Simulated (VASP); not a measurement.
# BN (Qingsongite) (F-43m) in VASP: single point with PBE

Aim: the single point of BN (Qingsongite) with PBE.

All numbers are computed with VASP 6.6.1; they aren't measurements. Logs are shortened: lines on timing, memory, paths and dates and some standing lists are left out, and cuts for length are marked.

## 1. The cell of the first run

Symmetry: F-43m, No. 216, cubic system. The conventional cell has a = 3.615 Å, b = 3.615 Å, c = 3.615 Å, α = 90.00°, β = 90.00°, γ = 90.00°. B (site symmetry -43m) has 4 N at 1.57 Å within 2.1 Å. Within 2.1 Å of N (site symmetry -43m) lie 4 B at 1.57 Å.

## 2. Single point, PBE

INCAR reads:

```
ALGO = Normal
EDIFF = 1E-6
ENCUT = 520
GGA = PE
ISIF = 2
ISMEAR = 0
LASPH = T
LCHARG = F
LREAL = F
LWAVE = F
NBANDS = 11
NELM = 60
PREC = Accurate
SIGMA = 0.01
```

KPOINTS reads:

```
k-points
0
Gamma
  6 6 6
```

POSCAR reads:

```
BN
1.0
    0.0000000000      1.8075000000      1.8075000000
    1.8075000000      0.0000000000      1.8075000000
    1.8075000000      1.8075000000      0.0000000000
B N
1 1
Direct
    0.0000000000      0.0000000000      0.0000000000
    0.2500000000      0.2500000000      0.2500000000
```

Potentials or basis: VASP PAW PBE potentials, release 64 (B, N).

Launch:

```bash
$ cat potpaw_PBE.64/B/POTCAR potpaw_PBE.64/N/POTCAR > POTCAR
$ mpirun -np 1 vasp_std > vasp.out
```

OUTCAR:

```text
EDIFF = 1E-6
   ENCUT = 520
   GGA = PE
   ISIF = 2
   ISMEAR = 0
   LASPH = T
   LREAL = F
   NELM = 60
   PREC = Accurate

 ion  position               nearest neighbor table
   1  0.000  0.000  0.000-   2 1.57   2 1.57   2 1.57   2 1.57
   2  0.250  0.250  0.250-   1 1.57   1 1.57   1 1.57   1 1.57

  LATTYP: Found a face centered cubic cell.
 ALAT       =     3.6150000000

  Lattice vectors:

 A1 = (   0.0000000000,   1.8075000000,   1.8075000000)
 A2 = (   1.8075000000,   0.0000000000,   1.8075000000)
 A3 = (   1.8075000000,   1.8075000000,   0.0000000000)

Analysis of symmetry for initial positions (statically):
=====================================================================
 Subroutine PRICEL returns:
 Original cell was already a primitive cell.

 Routine SETGRP: Setting up the symmetry group for a
 face centered cubic supercell.

 Subroutine GETGRP returns: Found 24 space group operations
 (whereof 24 operations were pure point group operations)
 out of a pool of 48 trial point group operations.

The static configuration has the point symmetry T_d .

Analysis of symmetry for dynamics (positions and initial velocities):
=====================================================================
 Subroutine PRICEL returns:
 Original cell was already a primitive cell.

 Routine SETGRP: Setting up the symmetry group for a
 face centered cubic supercell.

 Subroutine GETGRP returns: Found 24 space group operations
 (whereof 24 operations were pure point group operations)
 out of a pool of 48 trial point group operations.

The dynamic configuration has the point symmetry T_d .

 Subroutine INISYM returns: Found 24 space group operations
 (whereof 24 operations are pure point group operations),
 and found     1 'primitive' translations

----------------------------------------------------------------------------------------

                                     Primitive cell

  volume of cell :      11.8104

  direct lattice vectors                    reciprocal lattice vectors
     0.000000000  1.807500000  1.807500000    -0.276625173  0.276625173  0.276625173
     1.807500000  0.000000000  1.807500000     0.276625173 -0.276625173  0.276625173
     1.807500000  1.807500000  0.000000000     0.276625173  0.276625173 -0.276625173

  length of vectors
     2.556191014  2.556191014  2.556191014     0.479128854  0.479128854  0.479128854

  position of ions in fractional coordinates (direct lattice)
     0.000000000  0.000000000  0.000000000
     0.250000000  0.250000000  0.250000000

  ion indices of the primitive-cell ions
   primitive index   ion index
                 1           1
                 2           2

----------------------------------------------------------------------------------------

 KPOINTS: k-points

Automatic generation of k-mesh.
 Grid dimensions read from file:
 generate k-points for:    6    6    6

 Generating k-lattice:

  Cartesian coordinates                     Fractional coordinates (reciprocal lattice)
    -0.046104195  0.046104195  0.046104195     0.166666667  0.000000000  0.000000000
     0.046104195 -0.046104195  0.046104195     0.000000000  0.166666667  0.000000000
     0.046104195  0.046104195 -0.046104195     0.000000000  0.000000000  0.166666667

  Length of vectors
     0.079854809  0.079854809  0.079854809

  Shift w.r.t. Gamma in fractional coordinates (k-lattice)
     0.000000000  0.000000000  0.000000000

 Subroutine IBZKPT returns following result:
 ===========================================

 Found     16 irreducible k-points:

 Following reciprocal coordinates:
            Coordinates               Weight
  0.000000  0.000000  0.000000      1.000000
  0.166667  0.000000  0.000000      8.000000
  0.333333  0.000000  0.000000      8.000000
  0.500000  0.000000  0.000000      4.000000
  0.166667  0.166667  0.000000      6.000000
  0.333333  0.166667  0.000000     24.000000
[... 8 lines left out ...]
 -0.333333  0.333333  0.166667     24.000000
 -0.333333  0.500000  0.166667     12.000000
   k-points           NKPTS =     16   k-points in BZ     NKDIM =     16   number of bands    NBANDS=     11
   number of dos      NEDOS =    301   number of ions     NIONS =      2
   total plane-waves  NPLWV =   8000
   dimension x,y,z NGX =    20 NGY =   20 NGZ =   20
   dimension x,y,z NGXF=    40 NGYF=   40 NGZF=   40
   ions per type =               1   1
   NGX,Y,Z   is equivalent  to a cutoff of  13.01, 13.01, 13.01 a.u.
   NGXF,Y,Z  is equivalent  to a cutoff of  26.01, 26.01, 26.01 a.u.
 SYSTEM =  unknown system
   PREC   = accura    normal or accurate (medium, high low for compatibility)
   ISTART =      0    job   : 0-new  1-cont  2-samecut
   ICHARG =      2    charge: 1-file 2-atom 10-const
   ISPIN  =      1    spin polarized calculation?
   LNONCOLLINEAR =      F non collinear calculations
   LSORBIT =      F    spin-orbit coupling
   LASPH  =      T    aspherical Exc in radial PAW
   ENCUT  =  520.0 eV  38.22 Ry    6.18 a.u.   4.75  4.75  4.75*2*pi/ulx,y,z
   NELM   =     60;   NELMIN=  2; NELMDL= -5     # of ELM steps
   EDIFF  = 0.1E-05   stopping-criterion for ELM
   LREAL  =      F    real-space projection
   EDIFFG = 0.1E-04   stopping-criterion for IOM
   NSW    =      0    number of steps for IOM
   IBRION =     -1    ionic relax: 0-MD 1-quasi-New 2-CG
   NFREE  =      0    steps in history (QN), initial steepest desc. (CG)
   ISIF   =      2    stress and relaxation
   ISYM   =      2    0-nonsym 1-usesym 2-fastsym
   POTIM  = 0.5000    time-step for ionic-motion
   TEBEG  =    0.0;   TEEND  =   0.0 temperature during run
   PSTRESS=    0.0 pullay stress
   NELECT =       8.0000    total number of electrons
   NUPDOWN=      -1.0000    fix difference up-down
   EMIN   =  10.00;   EMAX   =-10.00  energy-range for DOS
   EFERMI =   0.00;   METHOD = LEGACY
   ISMEAR =     0;   SIGMA  =   0.01  broadening in eV -4-tet -1-fermi 0-gaus
   EFERMI_NEDOS =   21; number of points for ismear=-14 and -15
   IALGO  =     38    algorithm
   IMIX   =      4    mixing-type and parameters
     AMIX     =   0.40;   BMIX     =  1.00
     AMIX_MAG =   1.60;   BMIX_MAG =  1.00
  volume/ion in A,a.u.               =       5.91        39.85
  Fermi-wavevector in a.u.,A,eV,Ry     =   1.437749  2.716952 28.124920  2.067123
  Thomas-Fermi vector in A             =   2.556793
   LORBIT       =      0    0 simple, 1 ext, 2 COOP (PROOUT), +10 PAW based schemes
   GGA     = PE    functional components
   LHFCALC =     F    Hartree Fock is set to
   AEXX    =    0.0000 exact exchange contribution
   IVDW    =     0    specifies the selected vdW correction
   LEPSILON=     F    determine dielectric tensor
   LRPA    =     F    only Hartree local field effects (RPA)
 non-spin polarized calculation
 Gauss-broadening in eV      SIGMA  =   0.01
  energy-cutoff  :      520.00
  volume of cell :       11.81
 maximum number of plane-waves:       332
   NGX =  9   NGY =  9   NGZ =  9

 number of electron       7.9999999 magnetization

 Free energy of the ion-electron system (eV)
  ---------------------------------------------------
  ext. energy  EPLUGINS =         0.00000000
  ---------------------------------------------------
  free energy    TOTEN  =       -17.44585231 eV

  energy without entropy =      -17.44585231  energy(sigma->0) =      -17.44585231

 E-fermi :   7.4911     XC(G=0): -12.8213

 val. band max:        7.4057848601   @ k =   0.0000   0.0000   0.0000
 cond. band min:      11.8631720328   @ k =   0.5000   0.5000   0.0000
 fundamental gap:      4.4573871727
 Fermi energy:         7.4910587912

 k-point     1 :       0.0000    0.0000    0.0000
  band No.  band energies     occupation
      1     -12.8261      2.00000
      2       7.4058      2.00000
      3       7.4058      2.00000
      4       7.4058      2.00000
      5      16.2234      0.00000
      6      16.2234      0.00000
      7      16.2234      0.00000
      8      17.7546      0.00000
      9      32.1559      0.00000
     10      35.1719      0.00000
     11      35.1719      0.00000

 k-point     2 :       0.1667    0.0000    0.0000
  band No.  band energies     occupation
      1     -12.1561      2.00000
      2       4.3933      2.00000
      3       6.7853      2.00000
      4       6.7853      2.00000
      5      16.7491      0.00000
      6      17.1348      0.00000
      7      17.1348      0.00000
      8      19.6440      0.00000
      9      31.4005      0.00000
     10      31.4067      0.00000
     11      31.4067      0.00000

 k-point     3 :       0.3333    0.0000    0.0000
  band No.  band energies     occupation
      1     -10.2927      2.00000
      2      -0.4626      2.00000
      3       5.8445      2.00000
      4       5.8445      2.00000
      5      17.3133      0.00000
      6      18.0560      0.00000
      7      18.0560      0.00000
      8      21.9408      0.00000
      9      30.6310      0.00000
     10      31.7989      0.00000
     11      31.7989      0.00000

 k-point     4 :       0.5000    0.0000    0.0000
  band No.  band energies     occupation
      1      -8.6085      2.00000
      2      -3.2858      2.00000
      3       5.4652      2.00000
      4       5.4652      2.00000
      5      17.5496      0.00000
      6      18.1097      0.00000
      7      18.1097      0.00000
      8      22.6623      0.00000
      9      30.8604      0.00000
     10      34.1948      0.00000
     11      34.3107      0.00000
[... 127 lines left out ...]
 k-point    14 :       0.5000    0.3333    0.1667
  band No.  band energies     occupation
      1      -8.8054      2.00000
      2      -0.0385      2.00000
      3       1.9667      2.00000
      4       3.8651      2.00000
      5      16.1807      0.00000
      6      19.2993      0.00000
      7      20.5536      0.00000
      8      22.9676      0.00000
      9      27.0817      0.00000
     10      32.9988      0.00000
     11      35.6454      0.00000

 k-point    15 :      -0.3333    0.3333    0.1667
  band No.  band energies     occupation
      1      -7.4683      2.00000
      2      -1.5502      2.00000
      3       1.3465      2.00000
      4       2.9094      2.00000
      5      16.8959      0.00000
      6      19.2110      0.00000
      7      22.3536      0.00000
      8      23.7903      0.00000
      9      25.5156      0.00000
     10      33.1097      0.00000
     11      35.4930      0.00000

 k-point    16 :      -0.3333    0.5000    0.1667
  band No.  band energies     occupation
      1      -7.0133      2.00000
      2      -0.7851      2.00000
      3       1.2122      2.00000
      4       1.2543      2.00000
      5      15.1756      0.00000
      6      19.4218      0.00000
      7      22.4874      0.00000
      8      24.1935      0.00000
      9      26.9780      0.00000
     10      33.2818      0.00000
     11      37.5970      0.00000

------------------------ aborting loop because EDIFF is reached ----------------------------------------

  FORCE on cell =-STRESS in cart. coord.  units (eV):
  Direction    XX          YY          ZZ          XY          YZ          ZX
  --------------------------------------------------------------------------------------
  -------------------------------------------------------------------------------------
  Total        0.2456849      0.2456849      0.2456849      0.0000000      0.0000000      0.0000000
  in kB       33.3291440     33.3291440     33.3291440      0.0000000      0.0000000      0.0000000
  external PRESSURE =      33.3291440 kB  Pullay stress =       0.0000000 kB

 VOLUME and BASIS-vectors are now :
 -----------------------------------------------------------------------------
  energy-cutoff  :      520.00
  volume of cell :       11.81
      direct lattice vectors                 reciprocal lattice vectors
     0.000000000  1.807500000  1.807500000    -0.276625173  0.276625173  0.276625173
     1.807500000  0.000000000  1.807500000     0.276625173 -0.276625173  0.276625173
     1.807500000  1.807500000  0.000000000     0.276625173  0.276625173 -0.276625173

 POSITION                                       TOTAL-FORCE (eV/Angst)
 -----------------------------------------------------------------------------------
      0.00000      0.00000      0.00000        -0.000000     -0.000000     -0.000000
      0.90375      0.90375      0.90375         0.000000      0.000000      0.000000
 -----------------------------------------------------------------------------------
    total drift:                                0.000000      0.000000      0.000000

  FREE ENERGIE OF THE ION-ELECTRON SYSTEM (eV)
  ---------------------------------------------------
  free  energy   TOTEN  =       -17.4458523141 eV

  energy  without entropy=      -17.4458523141  energy(sigma->0) =      -17.44585231
```

Run time: 4 s. Hardware: 1 thread of Intel Xeon 8259CL, shared host; peak memory 0.12 GiB.

Results:

```
Free energy            : -17.4459 eV
Pressure               : 3.3 GPa
Band gap on the k mesh : 4.46 eV, indirect (least direct gap 8.82 eV)
```

Levels at points of the mesh, in eV from the valence-band top:
```csv
k point,band 2,band 3,band 4,band 5,band 6,band 7
"(0.00, 0.00, 0.00)",0.00,0.00,0.00,8.82,8.82,8.82
"(0.50, 0.00, 0.00)",-10.69,-1.94,-1.94,10.14,10.70,10.70
"(0.50, 0.50, 0.00)",-8.92,-4.90,-4.90,4.46,9.23,17.92
```

Caveat: the k points lie up to 0.50 Å⁻¹ apart. A k mesh can miss the band edges.
